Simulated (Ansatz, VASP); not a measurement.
**GaS2 in VASP and in Ansatz**

```xyz
3
Lattice="1.6075 0.9281 6.2240 -1.6075 0.9281 6.2240 0.0000 -1.8562 6.2240" Properties=species:S:1:pos:R:3 pbc="T T T"
Ga    0.0000    0.0000    0.0000
S     0.0000    0.0000   13.9741
S     0.0000    0.0000   10.9212
```

Alike in both runs: task single point; functional PBE; k mesh 6 × 6 × 6; occupations gaussian, width 0.1 eV; no spin polarisation.

|  | VASP | Ansatz |
| --- | --- | --- |
| version | VASP 6.6.1 | Ansatz 0.2.0 |
| potentials or method | VASP PAW PBE potentials, release 64 (Ga_d, S), cutoff 520 eV | scalar-relativistic, plane waves, PAW |
| valence electrons in the cell | 25 | 25 |

Ansatz gave:

```
gap on the k mesh at the Fermi level (eV)                     : none
pressure (GPa)                                                : 8.9
traceless stress, the component that is largest in VASP (GPa) : -2.58
rms of the force components (eV/Å)                            : 0.279
```

Q: Estimate VASP's values.

A: gap on the k mesh at the Fermi level (eV): none; pressure (GPa): 8.8; traceless stress, the component that is largest in VASP (GPa): -2.55; rms of the force components (eV/Å): 0.281.

Atom by atom the forces differ by 0.002 eV/Å (rms over components). A gap of «none» marks a metal or a gap that the smearing closes. With one functional, cell and mesh, what is left measures potentials, basis and numerics.

The k mesh is coarse, so the values compare programs but aren't converged.
